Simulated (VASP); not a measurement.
Set up this calculation in VASP 6.6.1, as the native input.

```
Task                   : single point
Functional             : r2SCAN
Potentials or basis    : VASP PAW PBE potentials, release 64 (Al)
Cutoff                 : 440 eV
k mesh                 : 2 × 2 × 2
Occupations            : fermi-dirac, width 0.15 eV
Spin                   : no spin polarisation
Dipole correction      : no
Further INCAR settings : LREAL = Auto; ALGO = Normal; EDIFF = 1e-06; NBANDS = 72
```

Al (a cell with a defect):

```
CELL_PARAMETERS angstrom
8.10000 0.00000 0.00000
0.00000 8.10000 0.00000
0.00000 0.00000 8.10000
ATOMIC_POSITIONS crystal
Al 0.51889 0.01000 0.99289
Al 0.76389 0.24488 0.00249
Al 0.75662 0.00904 0.24010
Al 0.02662 0.99916 0.00573
Al 0.24888 0.23886 0.04989
Al 0.50710 0.45058 0.99405
Al 0.77132 0.75978 0.00526
Al 0.24447 0.99210 0.27165
Al 0.49694 0.24425 0.25010
Al 0.72581 0.51015 0.24596
Al 0.52117 0.02064 0.50667
Al 0.76947 0.25526 0.44448
Al 0.77835 0.96932 0.74719
Al 0.02378 0.49674 0.99449
Al 0.28210 0.73067 0.02615
Al 0.98463 0.24805 0.23630
Al 0.26675 0.50822 0.25431
Al 0.50660 0.77046 0.24774
Al 0.98174 0.00575 0.51049
Al 0.25473 0.25269 0.48514
Al 0.51321 0.50443 0.51179
Al 0.74383 0.75169 0.50154
Al 0.25132 0.96098 0.75119
Al 0.34983 0.24586 0.77591
Al 0.77091 0.53520 0.74964
Al 0.01826 0.73875 0.25399
Al 0.99132 0.49602 0.48016
Al 0.25438 0.74609 0.49307
Al 0.00160 0.26716 0.75211
Al 0.24254 0.53909 0.72589
Al 0.50531 0.74537 0.77914
Al 0.02790 0.75402 0.75044
Al 0.64523 0.24968 0.71277
```

The input as run:

POSCAR

```
Al
1.0
    8.1000000000      0.0000000000      0.0000000000
    0.0000000000      8.1000000000      0.0000000000
    0.0000000000      0.0000000000      8.1000000000
Al
33
Direct
    0.5188888889      0.0100000000     -0.0071111111
    0.7638888889      0.2448765432      0.0024938272
    0.7566172840      0.0090370370      0.2400987654
    0.0266172840     -0.0008395062      0.0057283951
    0.2488765432      0.2388641975      0.0498888889
    0.5070987654      0.4505802469     -0.0059506173
    0.7713209877      0.7597777778      0.0052592593
    0.2444691358     -0.0079012346      0.2716543210
    0.4969382716      0.2442469136      0.2500987654
    0.7258148148      0.5101481481      0.2459629630
    0.5211728395      0.0206419753      0.5066666667
    0.7694691358      0.2552592593      0.4444814815
    0.7783456790     -0.0306790123      0.7471851852
    0.0237777778      0.4967407407     -0.0055061728
    0.2820987654      0.7306666667      0.0261481481
   -0.0153703704      0.2480493827      0.2362962963
    0.2667530864      0.5082222222      0.2543086420
    0.5066049383      0.7704567901      0.2477407407
   -0.0182592593      0.0057530864      0.5104938272
    0.2547283951      0.2526913580      0.4851358025
    0.5132098765      0.5044320988      0.5117901235
    0.7438271605      0.7516913580      0.5015432099
    0.2513209877     -0.0390246914      0.7511851852
    0.3498271605      0.2458641975      0.7759135802
    0.7709135802      0.5351975309      0.7496419753
    0.0182592593      0.7387530864      0.2539876543
   -0.0086790123      0.4960246914      0.4801604938
    0.2543827160      0.7460864198      0.4930740741
    0.0016049383      0.2671604938      0.7521111111
    0.2425432099      0.5390864198      0.7258888889
    0.5053086420      0.7453703704      0.7791358025
    0.0279012346      0.7540246914      0.7504444444
    0.6452345679      0.2496790123      0.7127654321
```

INCAR.step1

```
  ALGO = Normal
  EDIFF = 1E-5
  ENCUT = 440
  GGA = PE
  GGA_COMPAT = F
  ISMEAR = -1
  LASPH = T
  LCHARG = F
  LREAL = Auto
  LWAVE = T
  NBANDS = 72
  NELM = 120
  PREC = Accurate
  SIGMA = 0.15
```

INCAR.step2

```
  ALGO = Normal
  EDIFF = 1E-6
  ENCUT = 440
  GGA_COMPAT = F
  ISIF = 2
  ISMEAR = -1
  ISTART = 1
  LASPH = T
  LCHARG = F
  LMIXTAU = T
  LREAL = Auto
  LWAVE = F
  METAGGA = R2SCAN
  NBANDS = 72
  NELM = 120
  PREC = Accurate
  SIGMA = 0.15
```

KPOINTS

```
k-points
0
Gamma
  2 2 2
```

Potentials or basis: VASP PAW PBE potentials, release 64 (Al).

Launch:

```console
$ cat potpaw_PBE.64/Al/POTCAR > POTCAR
$ cp INCAR.step1 INCAR
$ mpirun -np 1 vasp_std > vasp.out
$ cp INCAR.step2 INCAR
$ mpirun -np 1 vasp_std > vasp.out
```

Results of the run:

- Pressure: 3.1 GPa
- Largest force: 1.489 eV/Å
- Band gap on the k mesh: zero (an odd number of electrons rules out a gap without spin polarisation)

Caveat: the k points lie up to 0.39 Å⁻¹ apart, too coarse for converged energies and pressures of a metal; the PAW data sets were made with another functional, which shifts forces and pressure a little.

It took 32 min on 1 thread of Intel Xeon 8259CL (shared host), peak memory 0.53 GiB.
